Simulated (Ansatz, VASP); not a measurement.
PbS in VASP and in Ansatz

```
Pb S
1.0
     2.91150   -2.87059    0.00040
     2.96950    2.92941    0.05840
    -0.96296    0.10629   11.69849
Pb S
2 2
Cartesian
  3.9485 0.1133 7.4903
  0.9695 0.0518 4.2670
  1.0020 0.0794 7.0185
  3.9160 0.0857 4.7388
```

Change from the starting cell: equal xy, yz and zx shear strains of +2 %, crystal datasets.

Alike in both runs: task electric field gradients; functional PBE; k mesh 7 × 7 × 3; occupations fermi-dirac, width 0.01 eV; no spin polarisation.

```csv
,VASP,Ansatz
version,VASP 6.6.1,Ansatz 0.2.0
potentials or method,"VASP PAW PBE potentials, release 64 (Pb_d, S), cutoff 520 eV","all-electron PAW with datasets made for the crystal, scalar-relativistic"
```

|  | VASP | Ansatz | Ansatz less VASP |
| --- | --- | --- | --- |
| gap on the k mesh at the Fermi level (eV) | 1.26 | 1.27 | +0.003 |
| rms of the force components (eV/Å) | 0.173 | 0.171 | -0.0018 |
| size of Vzz on the site where it differs most (V/Å²) | 133.2 | 125.6 | -7.60 |

Atom by atom the forces differ by 0.002 eV/Å (rms over components). Ansatz ran all-electron here, and VASP with PAW potentials.

Neither program's run includes spin-orbit coupling.
